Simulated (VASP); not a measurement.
# Cu (P6_3/mmc) in VASP: single point with PBE

Aim: the single point of Cu with PBE.

Program: VASP 6.6.1. These are calculated values, not measurements. Logs are shortened: lines on timing, memory, paths and dates and some standing lists are left out, and cuts for length are marked.

### 1 The cell of the first run

The structure is hexagonal, space group P6_3/mmc (No. 194). The conventional cell has a = 2.721 Å, b = 2.721 Å, c = 4.183 Å, α = 90.00°, β = 90.00°, γ = 120.00°. Within 3.5 Å of Cu (site symmetry -6m2) lie 12 Cu at 2.62 to 2.72 Å.

This isn't the form of Cu at room conditions, which is fcc.

### 2 Single point, PBE (13.40 Å³/atom)

The input, INCAR:

```
PREC = Accurate
ENCUT = 820
EDIFF = 1E-6
ISMEAR = 0
SIGMA = 0.15
LREAL = F
LASPH = T
NELM = 120
ALGO = Normal
ISIF = 2
LWAVE = F
LCHARG = F
GGA = PE
NBANDS = 26
GGA_COMPAT = F
```

The input, KPOINTS:

```
regular mesh
0
Gamma
  21 21 12
```

The input, POSCAR:

```
Cu
1.0
    2.7205691467      0.0000000000      0.0000000000
   -1.3602845734      2.3560819937      0.0000000000
    0.0000000000      0.0000000000      4.1826030061
Cu
2
Direct
    0.3333333333      0.6666666667      0.2500000000
    0.6666666667      0.3333333333      0.7500000000
```

Potentials or basis: VASP PAW PBE potentials, release 64 (Cu_sv_GW).

The run is started by

```sh
$ cat potpaw_PBE.64/Cu_sv_GW/POTCAR > POTCAR
$ mpirun -np 1 vasp_std > vasp.out
```

OUTCAR:

```text
PREC = Accurate
   ENCUT = 820
   EDIFF = 1E-6
   ISMEAR = 0
   LREAL = F
   LASPH = T
   NELM = 120
   ISIF = 2
   GGA = PE

 ion  position               nearest neighbor table
   1  0.333  0.667  0.250-   2 2.62   2 2.62   2 2.62   2 2.62   2 2.62   2 2.62
   2  0.667  0.333  0.750-   1 2.62   1 2.62   1 2.62   1 2.62   1 2.62   1 2.62

  LATTYP: Found a hexagonal cell.
 ALAT       =     2.7205691467
 C/A-ratio  =     1.5374000000

  Lattice vectors:

 A1 = (   2.7205691467,   0.0000000000,   0.0000000000)
 A2 = (  -1.3602845734,   2.3560819937,   0.0000000000)
 A3 = (   0.0000000000,   0.0000000000,   4.1826030061)

Analysis of symmetry for initial positions (statically):
=====================================================================
 Subroutine PRICEL returns:
 Original cell was already a primitive cell.

 Routine SETGRP: Setting up the symmetry group for a
 hexagonal supercell.

 Subroutine GETGRP returns: Found 24 space group operations
 (whereof 12 operations were pure point group operations)
 out of a pool of 24 trial point group operations.

The static configuration has the point symmetry D_3d.
 The point group associated with its full space group is D_6h.

Analysis of symmetry for dynamics (positions and initial velocities):
=====================================================================
 Subroutine PRICEL returns:
 Original cell was already a primitive cell.

 Routine SETGRP: Setting up the symmetry group for a
 hexagonal supercell.

 Subroutine GETGRP returns: Found 24 space group operations
 (whereof 12 operations were pure point group operations)
 out of a pool of 24 trial point group operations.

The dynamic configuration has the point symmetry D_3d.
 The point group associated with its full space group is D_6h.

 Subroutine INISYM returns: Found 24 space group operations
 (whereof 12 operations are pure point group operations),
 and found     1 'primitive' translations

----------------------------------------------------------------------------------------

                                     Primitive cell

  volume of cell :      26.8100

  direct lattice vectors                    reciprocal lattice vectors
     2.720569147  0.000000000  0.000000000     0.367570147  0.212216723  0.000000000
    -1.360284573  2.356081994  0.000000000     0.000000000  0.424433446  0.000000000
     0.000000000  0.000000000  4.182603006     0.000000000  0.000000000  0.239085564

  length of vectors
     2.720569147  2.720569147  4.182603006     0.424433446  0.424433446  0.239085564

  position of ions in fractional coordinates (direct lattice)
     0.333333333  0.666666667  0.250000000
     0.666666667  0.333333333  0.750000000

  ion indices of the primitive-cell ions
   primitive index   ion index
                 1           1
                 2           2

----------------------------------------------------------------------------------------

 KPOINTS: regular mesh

Automatic generation of k-mesh.
 Grid dimensions read from file:
 generate k-points for:   21   21   12

 Generating k-lattice:

  Cartesian coordinates                     Fractional coordinates (reciprocal lattice)
     0.017503340  0.010105558  0.000000000     0.047619048  0.000000000  0.000000000
     0.000000000  0.020211116  0.000000000     0.000000000  0.047619048  0.000000000
     0.000000000  0.000000000  0.019923797     0.000000000  0.000000000  0.083333333

  Length of vectors
     0.020211116  0.020211116  0.019923797

  Shift w.r.t. Gamma in fractional coordinates (k-lattice)
     0.000000000  0.000000000  0.000000000

 Subroutine IBZKPT returns following result:
 ===========================================

 Found    336 irreducible k-points:

 Following reciprocal coordinates:
            Coordinates               Weight
  0.000000  0.000000  0.000000      1.000000
  0.047619  0.000000  0.000000      6.000000
  0.095238  0.000000  0.000000      6.000000
  0.142857  0.000000  0.000000      6.000000
  0.190476  0.000000  0.000000      6.000000
  0.238095 -0.000000  0.000000      6.000000
[... 16 lines left out ...]
  0.142857  0.095238  0.000000     12.000000
  0.190476  0.095238  0.000000     12.000000
 [... further k-points ...]
   k-points           NKPTS =    336   k-points in BZ     NKDIM =    336   number of bands    NBANDS=     26
   number of dos      NEDOS =    301   number of ions     NIONS =      2
   total plane-waves  NPLWV =  31360
   dimension x,y,z NGX =    28 NGY =   28 NGZ =   40
   dimension x,y,z NGXF=    56 NGYF=   56 NGZF=   80
   ions per type =               2
   NGX,Y,Z   is equivalent  to a cutoff of  17.11, 17.11, 15.90 a.u.
   NGXF,Y,Z  is equivalent  to a cutoff of  34.22, 34.22, 31.80 a.u.
 SYSTEM =  unknown system
   PREC   = accura    normal or accurate (medium, high low for compatibility)
   ISTART =      0    job   : 0-new  1-cont  2-samecut
   ICHARG =      2    charge: 1-file 2-atom 10-const
   ISPIN  =      1    spin polarized calculation?
   LNONCOLLINEAR =      F non collinear calculations
   LSORBIT =      F    spin-orbit coupling
   LASPH  =      T    aspherical Exc in radial PAW
   ENCUT  =  820.0 eV  60.27 Ry    7.76 a.u.   6.35  6.35  9.77*2*pi/ulx,y,z
   NELM   =    120;   NELMIN=  2; NELMDL= -5     # of ELM steps
   EDIFF  = 0.1E-05   stopping-criterion for ELM
   LREAL  =      F    real-space projection
   EDIFFG = 0.1E-04   stopping-criterion for IOM
   NSW    =      0    number of steps for IOM
   IBRION =     -1    ionic relax: 0-MD 1-quasi-New 2-CG
   NFREE  =      0    steps in history (QN), initial steepest desc. (CG)
   ISIF   =      2    stress and relaxation
   ISYM   =      2    0-nonsym 1-usesym 2-fastsym
   POTIM  = 0.5000    time-step for ionic-motion
   TEBEG  =    0.0;   TEEND  =   0.0 temperature during run
   PSTRESS=    0.0 pullay stress
   NELECT =      38.0000    total number of electrons
   NUPDOWN=      -1.0000    fix difference up-down
   EMIN   =  10.00;   EMAX   =-10.00  energy-range for DOS
   EFERMI =   0.00;   METHOD = LEGACY
   ISMEAR =     0;   SIGMA  =   0.15  broadening in eV -4-tet -1-fermi 0-gaus
   EFERMI_NEDOS =   21; number of points for ismear=-14 and -15
   IALGO  =     38    algorithm
   IMIX   =      4    mixing-type and parameters
     AMIX     =   0.40;   BMIX     =  1.00
     AMIX_MAG =   1.60;   BMIX_MAG =  1.00
  volume/ion in A,a.u.               =      13.40        90.46
  Fermi-wavevector in a.u.,A,eV,Ry     =   1.838952  3.475116 46.011433  3.381745
  Thomas-Fermi vector in A             =   2.891606
   LORBIT       =      0    0 simple, 1 ext, 2 COOP (PROOUT), +10 PAW based schemes
   GGA     = PE    functional components
   LHFCALC =     F    Hartree Fock is set to
   AEXX    =    0.0000 exact exchange contribution
   IVDW    =     0    specifies the selected vdW correction
   LEPSILON=     F    determine dielectric tensor
   LRPA    =     F    only Hartree local field effects (RPA)
 non-spin polarized calculation
 Gauss-broadening in eV      SIGMA  =   0.15
  energy-cutoff  :      820.00
  volume of cell :       26.81
 maximum number of plane-waves:      1449
 NGX is ok and might be reduce to    28
   NGX = 13   NGY = 13   NGZ = 19

 number of electron      37.9999996 magnetization

 Free energy of the ion-electron system (eV)
  ---------------------------------------------------
  ext. energy  EPLUGINS =         0.00000000
  ---------------------------------------------------
  free energy    TOTEN  =        -7.43522386 eV

  energy without entropy =       -7.42648677  energy(sigma->0) =       -7.43085532

 E-fermi :   6.1035     XC(G=0): -12.5667

 val. band max:        6.0978537998   @ k =   0.1429   0.0000   0.1667
 cond. band min:       6.1181426593   @ k =   0.1905   0.1429   0.3333
 fundamental gap:      0.0202888595
 Fermi energy:         6.1034803555

 k-point     1 :       0.0000    0.0000    0.0000
  band No.  band energies     occupation
      1    -106.1588      2.00000
      2    -106.1493      2.00000
      3     -63.5840      2.00000
      4     -63.5100      2.00000
      5     -63.5100      2.00000
      6     -63.5060      2.00000
[... 18 lines left out ...]
     25      26.6732      0.00000
     26      26.8182      0.00000

 k-point     2 :       0.0476    0.0000    0.0000
  band No.  band energies     occupation
      1    -106.1587      2.00000
      2    -106.1492      2.00000
      3     -63.5836      2.00000
      4     -63.5108      2.00000
      5     -63.5103      2.00000
      6     -63.5063      2.00000
[... 18 lines left out ...]
     25      27.4284      0.00000
     26      27.9189      0.00000

 k-point     3 :       0.0952    0.0000    0.0000
  band No.  band energies     occupation
      1    -106.1584      2.00000
      2    -106.1492      2.00000
      3     -63.5822      2.00000
      4     -63.5133      2.00000
      5     -63.5112      2.00000
      6     -63.5072      2.00000
[... 18 lines left out ...]
     25      28.7541      0.00000
     26      29.0417      0.00000

 k-point     4 :       0.1429    0.0000    0.0000
  band No.  band energies     occupation
      1    -106.1578      2.00000
      2    -106.1490      2.00000
      3     -63.5799      2.00000
      4     -63.5169      2.00000
      5     -63.5126      2.00000
      6     -63.5086      2.00000
[... 18 lines left out ...]
     25      27.3588      0.00000
     26      28.8698      0.00000
[... 496 lines left out ...]
      1    -106.1575      2.00000
      2    -106.1489      2.00000
      3     -63.5785      2.00000
      4     -63.5183      2.00000
      5     -63.5145      2.00000
      6     -63.5094      2.00000
[... 18 lines left out ...]
     25      27.3509      0.00000
     26      27.4003      0.00000

 k-point    23 :       0.1429    0.0952    0.0000
  band No.  band energies     occupation
      1    -106.1567      2.00000
      2    -106.1488      2.00000
      3     -63.5754      2.00000
      4     -63.5223      2.00000
      5     -63.5174      2.00000
      6     -63.5113      2.00000
[... 18 lines left out ...]
     25      25.6693      0.00000
     26      27.1214      0.00000

 k-point    24 :       0.1905    0.0952    0.0000
  band No.  band energies     occupation
      1    -106.1557      2.00000
      2    -106.1486      2.00000
      3     -63.5717      2.00000
      4     -63.5272      2.00000
      5     -63.5208      2.00000
      6     -63.5137      2.00000
[... 18 lines left out ...]
     25      24.1193      0.00000
     26      25.9344      0.00000

 [... further k-points ...]

------------------------ aborting loop because EDIFF is reached ----------------------------------------

  FORCE on cell =-STRESS in cart. coord.  units (eV):
  Direction    XX          YY          ZZ          XY          YZ          ZX
  --------------------------------------------------------------------------------------
  -------------------------------------------------------------------------------------
  Total       -2.5014842     -2.5014842     -1.4975814      0.0000000      0.0000000      0.0000000
  in kB     -149.4897911   -149.4897911    -89.4961180      0.0000000      0.0000000      0.0000000
  external PRESSURE =    -129.4919001 kB  Pullay stress =       0.0000000 kB

 VOLUME and BASIS-vectors are now :
 -----------------------------------------------------------------------------
  energy-cutoff  :      820.00
  volume of cell :       26.81
      direct lattice vectors                 reciprocal lattice vectors
     2.720569147  0.000000000  0.000000000     0.367570147  0.212216723  0.000000000
    -1.360284573  2.356081994  0.000000000     0.000000000  0.424433446  0.000000000
     0.000000000  0.000000000  4.182603006     0.000000000  0.000000000  0.239085564

 POSITION                                       TOTAL-FORCE (eV/Angst)
 -----------------------------------------------------------------------------------
     -0.00000      1.57072      1.04565        -0.000000      0.000000      0.000000
      1.36028      0.78536      3.13695         0.000000     -0.000000      0.000000
 -----------------------------------------------------------------------------------
    total drift:                               -0.000000      0.000000     -0.000000

  FREE ENERGIE OF THE ION-ELECTRON SYSTEM (eV)
  ---------------------------------------------------
  free  energy   TOTEN  =        -7.4352238646 eV

  energy  without entropy=       -7.4264867692  energy(sigma->0) =       -7.43085532
```

It took 6.6 min on 1 thread of Intel Xeon Platinum 8259CL at 2.50GHz (Skylake/Cascade Lake), shared host; peak memory 0.53 GiB.

Results:

| Quantity | Value |
| --- | --- |
| Free energy | -7.4352 eV |
| Pressure | -12.9 GPa |
| Band gap on the k mesh | zero (bands 19 and 20 overlap by 5.22 eV) |

Levels at points of the mesh, in eV from the Fermi level:
```csv
k point,band 16,band 17,band 18,band 19,band 20,band 21,band 22,band 23
"(0.00, 0.00, 0.00)",-2.30,-2.30,-1.53,-1.53,-0.15,3.98,18.65,18.65
"(0.00, 0.00, 0.50)",-2.66,-1.71,-1.71,-1.71,-1.71,12.92,12.92,20.25
```

Caveat: the stress differs along the axes, from -15 to -9 GPa.

The gap in the log of VASP goes by the Fermi energy; the results here count the filled bands.